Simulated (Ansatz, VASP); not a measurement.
**AlN: VASP beside Ansatz**

```xyz
4
Lattice="3.0663 0.0000 0.0000 -1.5332 2.6555 0.0000 0.0000 0.0000 4.9156" Properties=species:S:1:pos:R:3 pbc="T T T"
Al    0.0000    1.7704   -0.0038
Al    1.5332    0.8852    2.4540
N     0.0000    1.7704    1.8717
N     1.5332    0.8852    4.3295
```

Alike in both runs: task single point; functional PBE; k mesh 9 × 9 × 4; no spin polarisation.

|  | VASP | Ansatz |
| --- | --- | --- |
| version | VASP 6.6.1 | Ansatz 0.2.0 |
| potentials or method | VASP PAW PBE potentials, release 64 (Al, N) | plane waves, PAW |
| plane-wave cutoff (eV) | 520 | 420 |
| occupations | gaussian, width 0.01 eV | fixed |
| valence electrons in the cell | 16 | 16 |

|  | VASP | Ansatz | Ansatz less VASP |
| --- | --- | --- | --- |
| gap on the k mesh at the Fermi level (eV) | 4.59 | 4.58 | -0.013 |
| pressure (GPa) | 13.3 | 13.5 | +0.23 |
| traceless stress, the component that is largest in VASP (GPa) | -0.57 | -0.61 | -0.040 |
| rms of the force components (eV/Å) | 0.014 | 0.014 | +0.0004 |

Atom by atom the forces differ by 0.000 eV/Å (rms over components).
